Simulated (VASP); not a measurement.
Input of a VASP 6.6.1 run:

File POSCAR:

```
AlAs
1.0
    0.0000000000      2.8305000000      2.8305000000
    2.8305000000      0.0000000000      2.8305000000
    2.8305000000      2.8305000000      0.0000000000
Al As
1 1
Direct
    0.0000000000      0.0000000000      0.0000000000
    0.2500000000      0.2500000000      0.2500000000
```

File INCAR.step1:

```
PREC = Accurate ; ENCUT = 500
EDIFF = 1E-8 ; ISMEAR = 0
SIGMA = 0.01 ; LREAL = F
LASPH = T ; NELM = 100
ALGO = Normal ; LWAVE = T
LCHARG = F ; GGA = PE
```

File INCAR.step2:

```
PREC = Accurate ; ENCUT = 500
EDIFF = 1E-8 ; ISMEAR = 0
SIGMA = 0.01 ; LREAL = F
LASPH = T ; NELM = 1
ALGO = Exact ; LWAVE = T
LCHARG = F ; GGA = PE
NBANDS = 457 ; LOPTICS = T
ISTART = 1
```

The input INCAR.step3:

```
PREC = Accurate ; ENCUT = 500
EDIFF = 1E-8 ; ISMEAR = 0
SIGMA = 0.01 ; LREAL = F
LASPH = T ; ALGO = EVGW0
LWAVE = F ; LCHARG = F
GGA = PE ; NELMGW = 1
NBANDS = 457 ; ENCUTGW = 180.0
NOMEGA = 48 ; PRECFOCK = Fast
ISTART = 1 ; NBANDSGW = 12
```

File KPOINTS:

```
regular mesh
0
Gamma
  2 2 2
```

Potentials or basis: VASP PAW PBE potentials, release 64 (Al_GW, As_GW).

Launch:

```bash
$ cat potpaw_PBE.64/Al_GW/POTCAR potpaw_PBE.64/As_GW/POTCAR > POTCAR
$ cp INCAR.step1 INCAR
$ mpirun -np 1 vasp_std > vasp.out
$ cp INCAR.step2 INCAR
$ mpirun -np 1 vasp_std > vasp.out
$ cp INCAR.step3 INCAR
$ mpirun -np 1 vasp_std > vasp.out
```

Question: What does it give for the quasiparticle gap?

Answer: 1.80 eV.

Question: Predict the least direct quasiparticle gap.

Answer: 3.05 eV.

Question: What does it give for the band gap on the k mesh, mean-field level?

Answer: 1.26 eV, indirect (least direct gap 2.01 eV).

Caveat: the k points lie up to 0.96 Å⁻¹ apart; bands, screening cutoff and mesh are small and nothing is extrapolated, so the quasiparticle values aren't converged. A k mesh can miss the band edges.
